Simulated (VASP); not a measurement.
A run of VASP 6.6.1 is set up as follows.

File INCAR:

```
SYSTEM = MgS
PREC     = Accurate       ! precision mode
ENCUT    = 520            ! plane-wave cutoff, eV
EDIFF    = 1E-6           ! SCF threshold, eV
ISMEAR   = -1             ! smearing method
SIGMA    = 0.02           ! smearing width, eV
LREAL    = .False.        ! projectors in reciprocal space
LASPH    = .True.         ! aspherical terms in the spheres
NELM     = 60             ! most SCF steps
ALGO     = Normal         ! electronic algorithm
ISIF     = 2              ! what is computed and relaxed
LWAVE    = .False.        ! write WAVECAR
LCHARG   = .False.        ! write CHGCAR
GGA      = PE             ! functional
NBANDS   = 11             ! bands
```

File KPOINTS:

```
regular mesh
0
Gamma
  8 8 8
  0 0 0
```

File POSCAR:

```
MgS
1.0
    0.0000000000      2.8552202894      2.8552202894
    2.8552202894      0.0000000000      2.8552202894
    2.8552202894      2.8552202894      0.0000000000
Mg S
1 1
Direct
    0.0000000000      0.0000000000      0.0000000000
    0.7500000000      0.7500000000      0.7500000000
```

Potentials or basis: VASP PAW PBE potentials, release 64 (Mg, S).

Run with:

```bash
$ cat potpaw_PBE.64/Mg/POTCAR potpaw_PBE.64/S/POTCAR > POTCAR
$ mpirun -np 1 vasp_std > vasp.out
```

Task: Estimate the band gap on the k mesh.

Result: 3.33 eV.

Task: Estimate the pressure.

Result: -0.5 GPa.

Caveat: the cell differs from its parent crystal (strain +0.9%).
